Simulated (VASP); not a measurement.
Here is a VASP 6.6.1 calculation.

INCAR

```
SYSTEM = KBr
ALGO = Normal
EDIFF = 1E-6
EDIFFG = -0.01
ENCUT = 600
GGA = PE
IBRION = 2
ISIF = 3
ISMEAR = 0
LASPH = .True.
LCHARG = .False.
LREAL = .False.
LWAVE = .False.
NELM = 80
NSW = 100
PREC = Accurate
SIGMA = 0.02
```

The input KPOINTS:

```
k-points
0
Gamma
  6 6 4
  0 0 0
```

POSCAR

```
KBr
1.0
    5.5228955996      0.0000000000      0.0000000000
   -2.7614477998      4.7829678917      0.0000000000
    0.0000000000      0.0000000000      6.7786899412
K Br
2 2
Direct
    0.6666666667      0.3333333333      0.2500000000
    0.3333333333      0.6666666667      0.7500000000
    0.3333333333      0.6666666667      0.2500000000
    0.6666666667      0.3333333333      0.7500000000
```

Potentials or basis: VASP PAW PBE potentials, release 64 (K_sv, Br).

Run with:

```bash
$ cat potpaw_PBE.64/K_sv/POTCAR potpaw_PBE.64/Br/POTCAR > POTCAR
$ mpirun -np 1 vasp_std > vasp.out
```

Question: Estimate the space group after relaxing (to 0.05 Å).

Answer: P6_3/mmc (No. 194).

Question: Estimate the relaxed cell.

Answer: a = 5.682 Å, b = 5.682 Å, c = 6.645 Å, α = 90.00°, β = 90.00°, γ = 120.00°.

Final structure:
```cif
data_structure
_symmetry_space_group_name_H-M 'P 1'
_symmetry_Int_Tables_number 1
_cell_length_a 5.6825
_cell_length_b 5.6825
_cell_length_c 6.6453
_cell_angle_alpha 90.000
_cell_angle_beta 90.000
_cell_angle_gamma 120.000
_cell_volume 185.83
loop_
_atom_site_label
_atom_site_type_symbol
_atom_site_fract_x
_atom_site_fract_y
_atom_site_fract_z
_atom_site_occupancy
K1 K 0.66667 0.33333 0.25000 1
K2 K 0.33333 0.66667 0.75000 1
Br1 Br 0.33333 0.66667 0.25000 1
Br2 Br 0.66667 0.33333 0.75000 1
```
